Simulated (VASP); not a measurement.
# Rb2LiYBr6 (Fm-3m) in VASP: single point with LDA

Aim: the single point of Rb2LiYBr6 with LDA.

Everything below comes from runs of VASP 6.6.1. Logs are shortened: lines on timing, memory, paths and dates and some standing lists are left out, and cuts for length are marked.

### 1 The cell of the first run

The structure is cubic, space group Fm-3m (No. 225). Conventional cell: a = 11.101 Å, b = 11.101 Å, c = 11.101 Å, α = 90.00°, β = 90.00°, γ = 90.00°. Rb (site symmetry -43m) has 12 Br at 3.92 Å and 4 Li at 4.81 Å and 4 Y at 4.81 Å within 5.2 Å. Li (site symmetry m-3m) has 6 Br at 2.75 Å within 3.6 Å. Y (site symmetry m-3m) has 6 Br at 2.80 Å within 3.7 Å. Within 3.6 Å of Br (site symmetry 4mm) lie 1 Li at 2.75 Å and 1 Y at 2.80 Å.

### 2 Single point, LDA

INCAR reads:

```
  PREC = Accurate
  ENCUT = 520
  EDIFF = 1E-6
  ISMEAR = 0
  SIGMA = 0.01
  LREAL = False
  LASPH = True
  NELM = 60
  ALGO = Normal
  ISIF = 2
  LWAVE = False
  LCHARG = False
  NBANDS = 48
```

KPOINTS reads:

```
Automatic mesh
0
Gamma
  3 3 3
```

POSCAR reads:

```
Rb2LiYBr6
1.0
    7.8493890000      0.0000000000      0.0000000000
    3.9246945000      6.7977702782      0.0000000000
    3.9246945000      2.2659234261      6.4089992809
Rb Li Y Br
2 1 1 6
Direct
    0.7500000000      0.7500000000      0.7500000000
    0.2500000000      0.2500000000      0.2500000000
    0.5000000000      0.5000000000      0.5000000000
    0.0000000000      0.0000000000      0.0000000000
    0.7481720000      0.2518280000      0.2518280000
    0.2518280000      0.2518280000      0.7481720000
    0.2518280000      0.7481720000      0.7481720000
    0.2518280000      0.7481720000      0.2518280000
    0.7481720000      0.2518280000      0.7481720000
    0.7481720000      0.7481720000      0.2518280000
```

Potentials or basis: VASP PAW LDA potentials, release 64 (Rb_sv, Li_sv, Y_sv, Br).

Started as:

```console
cat potpaw_LDA.64/Rb_sv/POTCAR potpaw_LDA.64/Li_sv/POTCAR potpaw_LDA.64/Y_sv/POTCAR potpaw_LDA.64/Br/POTCAR > POTCAR
mpirun -np 1 vasp_std > vasp.out
```

OUTCAR:

```text
PREC = Accurate
   ENCUT = 520
   EDIFF = 1E-6
   ISMEAR = 0
   LREAL = False
   LASPH = True
   NELM = 60
   ISIF = 2

 ion  position               nearest neighbor table
   1  0.750  0.750  0.750-   7 3.92   7 3.92   5 3.92   5 3.92   6 3.92   9 3.92   6 3.92   9 3.92
                             8 3.92  10 3.92  10 3.92   8 3.92   4 4.81   4 4.81   4 4.81   4 4.81
   2  0.250  0.250  0.250-   5 3.92   5 3.92   7 3.92   7 3.92  10 3.92   8 3.92   8 3.92  10 3.92
                             9 3.92   6 3.92   6 3.92   9 3.92   4 4.81   4 4.81   4 4.81   4 4.81
   3  0.500  0.500  0.500-
   4  0.000  0.000  0.000-   6 2.80   8 2.80   9 2.80  10 2.80   7 2.80   5 2.80   1 4.81   2 4.81
                             1 4.81   2 4.81   1 4.81   2 4.81   1 4.81   2 4.81
   5  0.748  0.252  0.252-   4 2.80   2 3.92   2 3.92   1 3.92   1 3.92
   6  0.252  0.252  0.748-   4 2.80   1 3.92   1 3.92   2 3.92   2 3.92
   7  0.252  0.748  0.748-   4 2.80   1 3.92   1 3.92   2 3.92   2 3.92
   8  0.252  0.748  0.252-   4 2.80   2 3.92   2 3.92   1 3.92   1 3.92
   9  0.748  0.252  0.748-   4 2.80   1 3.92   1 3.92   2 3.92   2 3.92
  10  0.748  0.748  0.252-   4 2.80   2 3.92   2 3.92   1 3.92   1 3.92

  LATTYP: Found a face centered cubic cell.
 ALAT       =    11.1007123802

  Lattice vectors:

 A1 = (   7.8493890000,   0.0000000000,   0.0000000000)
 A2 = (   3.9246945000,   6.7977702782,   0.0000000000)
 A3 = (   3.9246945000,   2.2659234261,   6.4089992809)

Analysis of symmetry for initial positions (statically):
=====================================================================
 Subroutine PRICEL returns:
 Original cell was already a primitive cell.

 Routine SETGRP: Setting up the symmetry group for a
 face centered cubic supercell.

 Subroutine GETGRP returns: Found 48 space group operations
 (whereof 48 operations were pure point group operations)
 out of a pool of 48 trial point group operations.

The static configuration has the point symmetry O_h .

Analysis of symmetry for dynamics (positions and initial velocities):
=====================================================================
 Subroutine PRICEL returns:
 Original cell was already a primitive cell.

 Routine SETGRP: Setting up the symmetry group for a
 face centered cubic supercell.

 Subroutine GETGRP returns: Found 48 space group operations
 (whereof 48 operations were pure point group operations)
 out of a pool of 48 trial point group operations.

The dynamic configuration has the point symmetry O_h .

 Subroutine INISYM returns: Found 48 space group operations
 (whereof 48 operations are pure point group operations),
 and found     1 'primitive' translations

----------------------------------------------------------------------------------------

                                     Primitive cell

  volume of cell :     341.9736

  direct lattice vectors                    reciprocal lattice vectors
     7.849389000  0.000000000  0.000000000     0.127398451 -0.073553530 -0.052010200
     3.924694500  6.797770278  0.000000000     0.000000000  0.147107060 -0.052010200
     3.924694500  2.265923426  6.408999281     0.000000000  0.000000000  0.156030600

  length of vectors
     7.849389000  7.849389000  7.849389000     0.156030600  0.156030600  0.156030600

  position of ions in fractional coordinates (direct lattice)
     0.750000000  0.750000000  0.750000000
     0.250000000  0.250000000  0.250000000
     0.500000000  0.500000000  0.500000000
     0.000000000  0.000000000  0.000000000
     0.748172000  0.251828000  0.251828000
     0.251828000  0.251828000  0.748172000
     0.251828000  0.748172000  0.748172000
     0.251828000  0.748172000  0.251828000
     0.748172000  0.251828000  0.748172000
     0.748172000  0.748172000  0.251828000

  ion indices of the primitive-cell ions
   primitive index   ion index
                 1           1
                 2           2
                 3           3
                 4           4
                 5           5
                 6           6
                 7           7
                 8           8
                 9           9
                10          10

----------------------------------------------------------------------------------------

 KPOINTS: Automatic mesh

Automatic generation of k-mesh.
 Grid dimensions read from file:
 generate k-points for:    3    3    3

 Generating k-lattice:

  Cartesian coordinates                     Fractional coordinates (reciprocal lattice)
     0.042466150 -0.024517843 -0.017336733     0.333333333  0.000000000  0.000000000
     0.000000000  0.049035687 -0.017336733     0.000000000  0.333333333  0.000000000
     0.000000000  0.000000000  0.052010200     0.000000000  0.000000000  0.333333333

  Length of vectors
     0.052010200  0.052010200  0.052010200

  Shift w.r.t. Gamma in fractional coordinates (k-lattice)
     0.000000000  0.000000000  0.000000000

 Subroutine IBZKPT returns following result:
 ===========================================

 Found      4 irreducible k-points:

 Following reciprocal coordinates:
            Coordinates               Weight
  0.000000  0.000000  0.000000      1.000000
  0.333333  0.000000  0.000000      8.000000
  0.333333  0.333333  0.000000      6.000000
 -0.333333  0.333333  0.000000     12.000000
   k-points           NKPTS =      4   k-points in BZ     NKDIM =      4   number of bands    NBANDS=     48
   number of dos      NEDOS =    301   number of ions     NIONS =     10
   total plane-waves  NPLWV = 216000
   dimension x,y,z NGX =    60 NGY =   60 NGZ =   60
   dimension x,y,z NGXF=   120 NGYF=  120 NGZF=  120
   ions per type =               2   1   1   6
   NGX,Y,Z   is equivalent  to a cutoff of  12.71, 12.71, 12.71 a.u.
   NGXF,Y,Z  is equivalent  to a cutoff of  25.42, 25.42, 25.42 a.u.
 SYSTEM =  unknown system
   PREC   = accura    normal or accurate (medium, high low for compatibility)
   ISTART =      0    job   : 0-new  1-cont  2-samecut
   ICHARG =      2    charge: 1-file 2-atom 10-const
   ISPIN  =      1    spin polarized calculation?
   LNONCOLLINEAR =      F non collinear calculations
   LSORBIT =      F    spin-orbit coupling
   LASPH  =      T    aspherical Exc in radial PAW
   ENCUT  =  520.0 eV  38.22 Ry    6.18 a.u.  14.59 14.59 14.59*2*pi/ulx,y,z
   NELM   =     60;   NELMIN=  2; NELMDL= -5     # of ELM steps
   EDIFF  = 0.1E-05   stopping-criterion for ELM
   LREAL  =      F    real-space projection
   EDIFFG = 0.1E-04   stopping-criterion for IOM
   NSW    =      0    number of steps for IOM
   IBRION =     -1    ionic relax: 0-MD 1-quasi-New 2-CG
   NFREE  =      0    steps in history (QN), initial steepest desc. (CG)
   ISIF   =      2    stress and relaxation
   ISYM   =      2    0-nonsym 1-usesym 2-fastsym
   POTIM  = 0.5000    time-step for ionic-motion
   TEBEG  =    0.0;   TEEND  =   0.0 temperature during run
   PSTRESS=    0.0 pullay stress
   NELECT =      74.0000    total number of electrons
   NUPDOWN=      -1.0000    fix difference up-down
   EMIN   =  10.00;   EMAX   =-10.00  energy-range for DOS
   EFERMI =   0.00;   METHOD = LEGACY
   ISMEAR =     0;   SIGMA  =   0.01  broadening in eV -4-tet -1-fermi 0-gaus
   EFERMI_NEDOS =   21; number of points for ismear=-14 and -15
   IALGO  =     38    algorithm
   IMIX   =      4    mixing-type and parameters
     AMIX     =   0.40;   BMIX     =  1.00
     AMIX_MAG =   1.60;   BMIX_MAG =  1.00
  volume/ion in A,a.u.               =      34.20       230.78
  Fermi-wavevector in a.u.,A,eV,Ry     =   0.982851  1.857320 13.143187  0.965997
  Thomas-Fermi vector in A             =   2.113965
   LORBIT       =      0    0 simple, 1 ext, 2 COOP (PROOUT), +10 PAW based schemes
   GGA     = CA    functional components
   LHFCALC =     F    Hartree Fock is set to
   AEXX    =    0.0000 exact exchange contribution
   IVDW    =     0    specifies the selected vdW correction
   LEPSILON=     F    determine dielectric tensor
   LRPA    =     F    only Hartree local field effects (RPA)
 non-spin polarized calculation
 Gauss-broadening in eV      SIGMA  =   0.01
  energy-cutoff  :      520.00
  volume of cell :      341.97
 maximum number of plane-waves:      9257
 NGX is ok and might be reduce to    60
   NGX = 29   NGY = 29   NGZ = 29

 number of electron      74.0000009 magnetization

 Free energy of the ion-electron system (eV)
  ---------------------------------------------------
  ext. energy  EPLUGINS =         0.00000000
  ---------------------------------------------------
  free energy    TOTEN  =       -41.57663496 eV

  energy without entropy =      -41.57663496  energy(sigma->0) =      -41.57663496

 E-fermi :  -0.7633     XC(G=0):  -8.1553

 val. band max:       -0.8270308266   @ k =   0.0000   0.0000   0.0000
 cond. band min:       3.0200481604   @ k =   0.0000   0.0000   0.0000
 fundamental gap:      3.8470789870
 Fermi energy:        -0.7633333076

 k-point     1 :       0.0000    0.0000    0.0000
  band No.  band energies     occupation
      1     -44.5825      2.00000
      2     -42.0953      2.00000
      3     -25.8812      2.00000
      4     -25.8801      2.00000
      5     -22.2374      2.00000
      6     -22.2374      2.00000
[... 40 lines left out ...]
     47       5.1178      0.00000
     48       5.1178      0.00000

 k-point     2 :       0.3333    0.0000    0.0000
  band No.  band energies     occupation
      1     -44.5825      2.00000
      2     -42.0953      2.00000
      3     -25.8809      2.00000
      4     -25.8803      2.00000
      5     -22.2374      2.00000
      6     -22.2373      2.00000
[... 40 lines left out ...]
     47       5.5690      0.00000
     48       5.6731      0.00000

 k-point     3 :       0.3333    0.3333    0.0000
  band No.  band energies     occupation
      1     -44.5824      2.00000
      2     -42.0953      2.00000
      3     -25.8809      2.00000
      4     -25.8803      2.00000
      5     -22.2374      2.00000
      6     -22.2374      2.00000
[... 40 lines left out ...]
     47       5.9095      0.00000
     48       5.9833      0.00000

 k-point     4 :      -0.3333    0.3333    0.0000
  band No.  band energies     occupation
      1     -44.5824      2.00000
      2     -42.0953      2.00000
      3     -25.8806      2.00000
      4     -25.8806      2.00000
      5     -22.2374      2.00000
      6     -22.2374      2.00000
[... 40 lines left out ...]
     47       6.2621      0.00000
     48       6.3552      0.00000

------------------------ aborting loop because EDIFF is reached ----------------------------------------

  FORCE on cell =-STRESS in cart. coord.  units (eV):
  Direction    XX          YY          ZZ          XY          YZ          ZX
  --------------------------------------------------------------------------------------
  -------------------------------------------------------------------------------------
  Total       -5.7119269     -5.7119269     -5.7119269     -0.0000000     -0.0000000      0.0000000
  in kB      -26.7608970    -26.7608970    -26.7608970     -0.0000000     -0.0000000      0.0000000
  external PRESSURE =     -26.7608970 kB  Pullay stress =       0.0000000 kB

 VOLUME and BASIS-vectors are now :
 -----------------------------------------------------------------------------
  energy-cutoff  :      520.00
  volume of cell :      341.97
      direct lattice vectors                 reciprocal lattice vectors
     7.849389000  0.000000000  0.000000000     0.127398451 -0.073553530 -0.052010200
     3.924694500  6.797770278  0.000000000     0.000000000  0.147107060 -0.052010200
     3.924694500  2.265923426  6.408999281     0.000000000  0.000000000  0.156030600

 POSITION                                       TOTAL-FORCE (eV/Angst)
 -----------------------------------------------------------------------------------
     11.77408      6.79777      4.80675         0.000000      0.000000     -0.000000
      3.92469      2.26592      1.60225         0.000000      0.000000     -0.000000
      7.84939      4.53185      3.20450         0.000000      0.000000     -0.000000
      0.00000      0.00000      0.00000         0.000000      0.000000     -0.000000
      7.84939      2.28249      1.61397         0.000000     -0.156098     -0.110378
      5.90139      3.40717      4.79503        -0.135185     -0.078049      0.110378
      7.84939      6.78120      4.79503         0.000000      0.156098      0.110378
      5.90139      5.65652      1.61397        -0.135185      0.078049     -0.110378
      9.79739      3.40717      4.79503         0.135185     -0.078049      0.110378
      9.79739      5.65652      1.61397         0.135185      0.078049     -0.110378
 -----------------------------------------------------------------------------------
    total drift:                               -0.000000     -0.000000     -0.000000

  FREE ENERGIE OF THE ION-ELECTRON SYSTEM (eV)
  ---------------------------------------------------
  free  energy   TOTEN  =       -41.5766349604 eV

  energy  without entropy=      -41.5766349604  energy(sigma->0) =      -41.57663496
```

Run time: 3.4 min. Hardware: 1 thread of AMD EPYC 7R43 (Zen 3), shared host; peak memory 0.36 GiB.

Results:

```yaml
Free_energy: -41.5766 eV
Largest_force: 0.191 eV/Å
Band_gap_on_the_k_mesh: 3.85 eV
```

Forces in eV/Å, atoms in the order of the input:
```
Rb   0.000  0.000  0.000
Rb   0.000  0.000  0.000
Li   0.000  0.000  0.000
Y    0.000  0.000  0.000
Br   0.000 -0.156 -0.110
Br  -0.135 -0.078  0.110
Br   0.000  0.156  0.110
Br  -0.135  0.078 -0.110
Br   0.135 -0.078  0.110
Br   0.135  0.078 -0.110
```

Caveat: the cutoff is under 1.25 times the usual one of these potentials, so pressure, stress and relaxed cells hold a basis-set (Pulay) error; an odd mesh through Γ misses points on the zone boundary, where band edges can lie.
